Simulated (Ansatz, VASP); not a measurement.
CsI in VASP and in Ansatz

The input INCAR:

```
SYSTEM = CsI
PREC = Accurate ; ENCUT = 450
EDIFF = 1E-7 ; ISMEAR = 0
SIGMA = 0.01 ; LREAL = .FALSE.
LASPH = .TRUE. ; NELM = 120
ALGO = Normal ; ISIF = 2
LWAVE = .FALSE. ; LCHARG = .FALSE.
IBRION = 2 ; NSW = 50
EDIFFG = -0.002 ; GGA_COMPAT = .FALSE.
NELMIN = 4
```

The input KPOINTS:

```
regular mesh
0
G
  6 6 6
  0 0 0
```

Contents of POSCAR:

```
CsI
1.0
    4.4017060310     -0.0110042651     -0.0110042651
   -0.0110042651      4.4017060310     -0.0110042651
   -0.0110042651     -0.0110042651      4.4017060310
Cs I
1 1
Direct
    0.0000000000      0.0000000000      0.0000000000
    0.5000000000      0.5000000000      0.5000000000
```

Input for Ansatz:

```yaml
crystal:
  lattice:
    - [4.40170603104, -0.01100426508, -0.01100426508]
    - [-0.01100426508, 4.40170603104, -0.01100426508]
    - [-0.01100426508, -0.01100426508, 4.40170603104]
  atoms:
    - { symbol: Cs, position: [0.0, 0.0, 0.0] }
    - { symbol: I, position: [0.5, 0.5, 0.5] }
kpoints:
  mp_grid: { grid: [6, 6, 6] }
scf:
  occupations: { method: fixed }
  convergence: { dr2_threshold: 1.0e-10 }
hamiltonian:
  xc: lda
  pseudopotentials: { kind: all_electron, lapw: { basis_error: 0.0005 } }
output:
  forces: true
  stress: true
  eigenstates:
    kpoints:
      - [0.0, 0.0, 0.0]
      - [0.0, 0.5, 0.5]
      - [0.5, 0.0, 0.5]
      - [0.5, 0.5, 0.0]
      - [-0.5, -0.5, -0.5]
      - [0.0, -0.5, 0.0]
      - [0.0, 0.0, -0.5]
      - [-0.5, 0.0, 0.0]
relax:
  f_tol: 0.002
  max_steps: 30
```

Change from the starting cell: equal xy, yz and zx engineering shears of -0.5 %.

Alike in both runs: task relaxation of the atoms; functional LDA; k mesh 6 × 6 × 6; no spin polarisation.

|  | VASP | Ansatz |
| --- | --- | --- |
| version | VASP 6.6.1 | Ansatz 0.2.0 |
| potentials or method | VASP PAW LDA potentials, release 64 (Cs_sv, I), cutoff 450 eV | all-electron LAPW, scalar-relativistic |
| occupations | gaussian, width 0.01 eV | fixed |

|  | VASP | Ansatz | Ansatz less VASP |
| --- | --- | --- | --- |
| gap on the k mesh at the Fermi level, each at its own relaxed structure (eV) | 3.77 | 3.80 | +0.034 |

LDA's correlation is that of Perdew and Zunger in VASP and of Perdew and Wang (1992) in Ansatz. Ansatz ran all-electron here, and VASP with PAW potentials.

Spin-orbit coupling is off throughout. Noted on VASP's run: the relaxation stopped at its first step, so nothing moved.
